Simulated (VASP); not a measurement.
Here is a VASP 6.6.1 calculation.

The input INCAR:

```
ALGO = Normal
EDIFF = 1E-8
ENCUT = 520
IBRION = 8
ISIF = 2
ISMEAR = 0
LASPH = T
LCHARG = F
LEPSILON = T
LREAL = F
LWAVE = F
NBANDS = 11
NELM = 80
NSW = 1
PREC = Accurate
SIGMA = 0.01
```

File KPOINTS:

```
k-points
0
Gamma
  10 10 10
```

POSCAR

```
BP
1.0
    0.0000000000      2.2212959679      2.2212959679
    2.2212959679      0.0000000000      2.2212959679
    2.2212959679      2.2212959679      0.0000000000
B P
1 1
Direct
    0.0000000000      0.0000000000      0.0000000000
    0.7500000000      0.7500000000      0.7500000000
```

Potentials or basis: VASP PAW LDA potentials, release 64 (B, P).

Launch:

```console
$ cat potpaw_LDA.64/B/POTCAR potpaw_LDA.64/P/POTCAR > POTCAR
$ mpirun -np 1 vasp_std > vasp.out
```

Task: Estimate the electronic dielectric tensor (diagonal).

Result: 9.27.

Task: Estimate the Born charges (mean of the diagonal).

Result: B -0.73; P +0.73 e.

Task: Predict the highest phonon frequency at Γ, LO-TO splitting left out.

Result: 846 cm⁻¹.

Phonon frequencies in cm⁻¹ (negative: imaginary):
```tsv
q point	frequencies
(0.000, 0.000, 0.000)	0 0 0 846 846 846
```

Caveat: the cell wasn't relaxed at this level first, which shifts response properties.
